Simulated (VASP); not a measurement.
The system is Si3Sn4.

```
Si Sn
1.0
     5.87882    0.00000    0.00000
     0.00000    5.87882    0.00000
     0.00000    0.00000    5.87882
Si Sn
3 4
Direct
  0.00000 0.50000 0.00000
  0.50000 0.00000 0.00000
  0.00000 0.00000 0.50000
  0.75000 0.75000 0.25000
  0.75000 0.25000 0.75000
  0.25000 0.75000 0.75000
  0.25000 0.25000 0.25000
```

* Program: VASP 6.6.1
* Task: relaxation of cell and atoms
* Functional: PBE
* Potentials or basis: VASP PAW PBE potentials, release 64 (Si, Sn_d)
* Cutoff: 600 eV
* k mesh: 3 × 3 × 3
* Occupations: gaussian, width 0.2 eV
* Spin: no spin polarisation

At the start: pressure 3.6 GPa; volume 29.02 Å³/atom.

Q: Where does the relaxation end?

A: Over 7 steps the energy falls by 37.6 meV/atom and the volume is 29.92 Å³/atom (+3.1 %); space group P-43m (No. 215, to 0.05 Å).

The path:
```
step  energy change (eV)  largest force (eV/Å)  pressure (GPa)  volume (Å³)
   1              0.0000                0.8122            3.57       203.17
   2             -0.1829                0.1374           -1.36       222.77
   3             -0.2011                0.2869           -0.35       217.90
   4             -0.2192                0.2403           -0.30       216.57
   5             -0.2547                0.1051           -0.11       212.62
   6             -0.2451                0.1385            0.26       204.85
   7             -0.2633                0.0047            0.03       209.41
```

Final structure:
```
CELL_PARAMETERS angstrom
5.93831 0.00000 0.00000
0.00000 5.93831 0.00000
0.00000 0.00000 5.93831
ATOMIC_POSITIONS crystal
Si 0.00000 0.50000 0.00000
Si 0.50000 0.00000 0.00000
Si 0.00000 0.00000 0.50000
Sn 0.73807 0.73807 0.26193
Sn 0.73807 0.26193 0.73807
Sn 0.26193 0.73807 0.73807
Sn 0.26193 0.26193 0.26193
```
